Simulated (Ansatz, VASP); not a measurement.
TiAl in VASP and in Ansatz

```
Ti Al
1.0
     2.86726    0.00000    0.00000
    -1.43363    2.48312    0.00000
     0.00000    0.00000    4.67808
Ti Al
1 1
Direct
  0.11670 0.08543 0.00000
  0.33333 0.66667 0.50000
```

Alike in both runs: task single point; functional PBEsol; k mesh 18 × 18 × 10; occupations gaussian, width 0.15 eV; no spin polarisation.

|  | VASP | Ansatz |
| --- | --- | --- |
| version | VASP 6.6.1 | Ansatz 0.2.0 |
| potentials or method | VASP PAW PBE potentials, release 64 (Ti_sv, Al), cutoff 520 eV | scalar-relativistic, plane waves, PAW |
| valence electrons in the cell | 15 | 15 |

Ansatz gave:

- gap on the k mesh at the Fermi level (eV): none
- pressure (GPa): -2.2
- traceless stress, the component that is largest in VASP (GPa): -3.21
- rms of the force components (eV/Å): 0.252

**Question.** What did VASP give for the same quantities?

**Answer.** gap on the k mesh at the Fermi level (eV): none; pressure (GPa): -2.3; traceless stress, the component that is largest in VASP (GPa): -3.22; rms of the force components (eV/Å): 0.252.

VASP's potentials were made for PBE, not for PBEsol. Atom by atom the forces differ by 0.000 eV/Å (rms over components). A gap of «none» marks a metal or a gap that the smearing closes.
